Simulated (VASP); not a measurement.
Runs of VASP 6.6.1 on AlN. The structure is that of space group Fm-3m (No. 225), or close to it. The cells are those of the table. 

```tsv
level	cell	k mesh	grid for exact exchange (PRECFOCK)	share of exact exchange	screening parameter	gap on the mesh (eV)	pressure (GPa)
HSE06	a = 2.769 Å, angles 60.0°, 2 atoms	8 × 8 × 8	Normal	0.25	0.2079 1/Å	6.48	(b)
PBE	a = 2.969 Å, angles 60.0°, 2 atoms	6 × 6 × 6	-	-	-	3.56	-19.7
PBE	a = 2.827 Å, angles 60.0°, 2 atoms	6 × 6 × 6	-	-	-	4.94	15.0
PBE	a = 2.769 Å, angles 60.0°, 2 atoms	6 × 6 × 6	-	-	-	5.12	36.3
PBE	a = 2.741 Å, angles 60.0°, 2 atoms	6 × 6 × 6	-	-	-	5.05	(a)
PBE	a = 2.912 Å, angles 60.0°, 2 atoms	6 × 6 × 6	-	-	-	4.08	-8.5
```

Alike in all rows: no spin polarisation; smearing gaussian 0.01 eV.

Task: Fill in the values left out.

Result: (a) 49.1; (b) 28.6.

Caveats: some runs use coarse meshes; the structure was generated, so it needn't be the stable form of AlN; the cell stands under pressure (at least some runs); the PAW data sets were made with another functional, which shifts forces and pressure a little (at least some runs).

A k mesh can miss the band edges.
